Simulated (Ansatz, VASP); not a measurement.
## SnSe: VASP beside Ansatz

File INCAR:

```
PREC = Accurate ; ENCUT = 520
EDIFF = 1E-6 ; ISMEAR = 0
SIGMA = 0.05 ; LREAL = False
LASPH = True ; NELM = 80
ALGO = Normal ; ISIF = 2
LWAVE = False ; LCHARG = False
GGA = CA ; NBANDS = 17
```

Contents of KPOINTS:

```
regular mesh
0
Gamma
  8 8 8
```

Contents of POSCAR:

```
SnSe
1.0
    0.0000000000      3.1304000000      3.0100000000
    2.8896000000      0.0000000000      3.0100000000
    2.8896000000      3.1304000000      0.0000000000
Sn Se
1 1
Direct
    0.0000000000      0.0000000000      0.0000000000
    0.5000000000      0.5000000000      0.5000000000
```

Input for Ansatz:

```yaml
crystal:
  lattice:
    - [0.0, 3.1304, 3.01]
    - [2.8896, 0.0, 3.01]
    - [2.8896, 3.1304, 0.0]
  atoms:
    - { symbol: Sn, position: [0.0, 0.0, 0.0] }
    - { symbol: Se, position: [0.5, 0.5, 0.5] }
basis:
  ecutwfc: 420
kpoints:
  mp_grid: { grid: [8, 8, 8] }
hamiltonian:
  xc: lda
scf:
  occupations: { method: gaussian, width: 0.05 }
output:
  forces: true
  stress: true
  eigenvalues: true
```

Change from the starting cell: strain -0.0400 x Voigt [1, -1, 0, 0, 0, 0], atoms carried along.

Alike in both runs: task single point; functional LDA; k mesh 8 × 8 × 8; occupations gaussian, width 0.05 eV; no spin polarisation.

```csv
,VASP,Ansatz
version,VASP 6.6.1,Ansatz 0.2.0
potentials or method,"VASP PAW LDA potentials, release 64 (Sn_d, Se), cutoff 520 eV","scalar-relativistic, plane waves, PAW"
valence electrons in the cell,20,30
```

VASP gave:

| Property | Result |
| --- | --- |
| gap on the k mesh at the Fermi level (eV) | 0.56 |
| least direct gap on the mesh (eV) | 0.62 |
| pressure (GPa) | -2.5 |
| traceless stress, the component that is largest in VASP (GPa) | 4.82 |

Problem. Estimate Ansatz's values.

Solution. gap on the k mesh at the Fermi level (eV): 0.57; least direct gap on the mesh (eV): 0.63; pressure (GPa): -2.6; traceless stress, the component that is largest in VASP (GPa): 4.78.

LDA's correlation is that of Perdew and Zunger in VASP and of Perdew and Wang (1992) in Ansatz. VASP's potentials hold 20 valence electrons a cell and Ansatz's 30, so a difference there can come from the potentials and not from the codes.
